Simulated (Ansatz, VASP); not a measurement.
## Two plane-wave programs on C

```
CELL_PARAMETERS angstrom
0.00000 1.78037 1.78037
1.78037 0.00000 1.78037
1.78037 1.78037 0.00000
ATOMIC_POSITIONS crystal
C 0.00000 0.00000 0.00000
C 0.25000 0.25000 0.25000
```

Alike in both runs: task electric field gradients; functional LDA; k mesh 14 × 14 × 14; occupations fermi-dirac, width 0.03 eV; no spin polarisation.

```csv
,VASP,Ansatz
version,VASP 6.6.1,Ansatz 0.2.0
potentials or method,"VASP PAW LDA potentials, release 64 (C_h)","PAW with Ansatz's default frozen-core files, scalar-relativistic"
plane-wave cutoff (eV),1000,420
valence electrons in the cell,8,8
```

VASP gave:

| Item | Value |
| --- | --- |
| gap on the k mesh at the Fermi level (eV) | 4.11 |

Q: Estimate Ansatz's values.

A: gap on the k mesh at the Fermi level (eV): 4.12.

LDA's correlation is that of Perdew and Zunger in VASP and of Perdew and Wang (1992) in Ansatz.
